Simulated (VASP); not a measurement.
A run of VASP 6.6.1 is set up as follows.

The input INCAR:

```
SYSTEM = NbP
PREC = Accurate ; ENCUT = 500
EDIFF = 1E-6 ; ISMEAR = -1
SIGMA = 0.08 ; LREAL = .False.
LASPH = .True. ; NELM = 120
ALGO = Normal ; ISIF = 2
LWAVE = .False. ; LCHARG = .True.
GGA = PE ; LELF = .True.
LVHAR = .True. ; NBANDS = 16
GGA_COMPAT = .False.
```

The input KPOINTS:

```
Automatic mesh
0
Gamma
  12 12 12
  0 0 0
```

Contents of POSCAR:

```
NbP
1.0
    0.0000000000      2.2172923856      2.2172923856
    2.2172923856      0.0000000000      2.2172923856
    2.2172923856      2.2172923856      0.0000000000
Nb P
1 1
Direct
    0.0000000000      0.0000000000      0.0000000000
    0.2500000000      0.2500000000      0.2500000000
```

Potentials or basis: VASP PAW PBE potentials, release 64 (Nb_sv, P).

The run is started by

```sh
$ cat potpaw_PBE.64/Nb_sv/POTCAR potpaw_PBE.64/P/POTCAR > POTCAR
$ mpirun -np 1 vasp_std > vasp.out
```

Estimate the pressure.

269.8 GPa.

Predict the band gap on the k mesh.

zero (band 9 reaches 17.44 eV, above the bottom of band 10 at 15.26 eV).
